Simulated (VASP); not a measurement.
# Al8N7 (a cell with a defect): single point with PBE

Al8N7 (a cell with a defect):

```
CELL_PARAMETERS angstrom
0.00000 0.00000 5.01796
-3.13025 5.42174 0.00000
-3.13025 -5.42174 0.00000
ATOMIC_POSITIONS crystal
Al 0.94445 0.16497 0.33226
Al 0.00224 0.66822 0.33877
Al 0.00223 0.15842 0.82898
Al 0.00224 0.66822 0.82899
Al 0.51093 0.80388 0.15171
Al 0.51090 0.34551 0.15172
Al 0.50842 0.83163 0.66558
Al 0.51090 0.34551 0.69333
N 0.38163 0.66608 0.33446
N 0.38162 0.16275 0.83114
N 0.38163 0.66608 0.83116
N 0.88386 0.82958 0.16456
N 0.88386 0.33265 0.16455
N 0.88416 0.83162 0.66558
N 0.88386 0.33265 0.66764
```

This cell differs from its parent crystal: atoms taken out, then relaxed in part.

```yaml
Program: VASP 6.6.1
Task: single point
Functional: PBE
Potentials_or_basis: VASP PAW PBE potentials, release 64 (Al, N)
Cutoff: 520 eV
k_mesh: 2 × 2 × 2
Occupations: gaussian, width 0.01 eV
Spin: collinear spin
Starting_moments: "[0.75, 0.0, 0.0, 0.0, 0.75, 0.75, 0.0, 0.75, 0.0, 0.0, 0.0, 0.0, 0.0, 0.0, 0.0] μB"
Dipole_correction: no
Charge: 2
Further_INCAR_settings: LREAL = Auto; ALGO = Normal; EDIFF = 1e-06; NBANDS = 46; NELECT = 57.0
```

- Largest force: 0.014 eV/Å
- Net moment: 0.50 μB per cell
- Site moments: Al +0.01, +0.00 (each value once); N +0.01, +0.03, -0.00 (each value once) μB
- Valence electrons inside the program's atomic spheres: Al 0.78, 0.77, 0.76 (each value once); N 3.83, 3.82, 3.85 (each value once)

Forces on the atoms (eV/Å):
```
Al   0.005 -0.003 -0.008
Al   0.002  0.002  0.003
Al   0.000  0.000  0.002
Al  -0.001 -0.003  0.003
Al   0.006 -0.003  0.004
Al  -0.003  0.013  0.005
Al   0.000  0.000 -0.006
Al  -0.013 -0.004  0.005
N   -0.008 -0.006 -0.009
N    0.009 -0.005 -0.009
N    0.001  0.010 -0.009
N    0.002 -0.001  0.009
N    0.000  0.001  0.008
N    0.001  0.000 -0.004
N   -0.001 -0.001  0.008
```

Levels at points of the mesh, in eV from the Fermi level:
Spin up:
| k point | band 26 | band 27 | band 28 | band 29 | band 30 | band 31 | band 32 | band 33 |
| --- | --- | --- | --- | --- | --- | --- | --- | --- |
| (0.00, 0.00, 0.00) | -1.52 | -1.32 | -1.10 | -1.10 | 2.64 | 3.98 | 4.57 | 4.57 |
| (0.50, 0.00, 0.00) | -1.82 | -1.27 | -1.27 | -0.70 | 3.10 | 4.22 | 4.22 | 4.29 |
| (0.00, 0.50, 0.00) | -1.76 | -1.24 | -1.20 | 0.00 | 2.39 | 3.40 | 4.02 | 4.71 |
| (0.00, 0.00, 0.50) | -1.76 | -1.24 | -1.20 | 0.00 | 2.39 | 3.40 | 4.02 | 4.71 |
| (0.50, 0.50, 0.00) | -1.80 | -1.76 | -1.56 | -0.11 | 2.71 | 3.37 | 4.17 | 4.95 |
| (0.50, 0.00, 0.50) | -1.80 | -1.76 | -1.56 | -0.11 | 2.71 | 3.37 | 4.17 | 4.95 |
Spin down:
| k point | band 26 | band 27 | band 28 | band 29 | band 30 | band 31 |
| --- | --- | --- | --- | --- | --- | --- |
| (0.00, 0.00, 0.00) | -1.38 | -1.08 | -1.08 | -1.07 | 2.80 | 4.08 |
| (0.50, 0.00, 0.00) | -1.79 | -1.26 | -1.26 | -0.26 | 3.27 | 4.36 |
| (0.00, 0.50, 0.00) | -1.73 | -1.22 | -1.18 | 0.54 | 2.64 | 3.62 |
| (0.00, 0.00, 0.50) | -1.73 | -1.22 | -1.18 | 0.54 | 2.64 | 3.62 |
| (0.50, 0.50, 0.00) | -1.77 | -1.75 | -1.56 | 0.46 | 2.97 | 3.59 |
| (0.50, 0.00, 0.50) | -1.77 | -1.75 | -1.56 | 0.46 | 2.97 | 3.59 |

Run time: 4.4 min on 1 thread of Intel(R) Xeon(R) 6975P-C (Granite Rapids), on a shared host, peak memory 0.36 GiB.

Caveat: the k points lie up to 0.63 Å⁻¹ apart; the cell carries a net charge on a neutralising background, which shifts energy and pressure; the cell differs from its parent crystal (atoms taken out, then relaxed in part); the cell is charged against a uniform background, so pressure and absolute levels hang on convention.
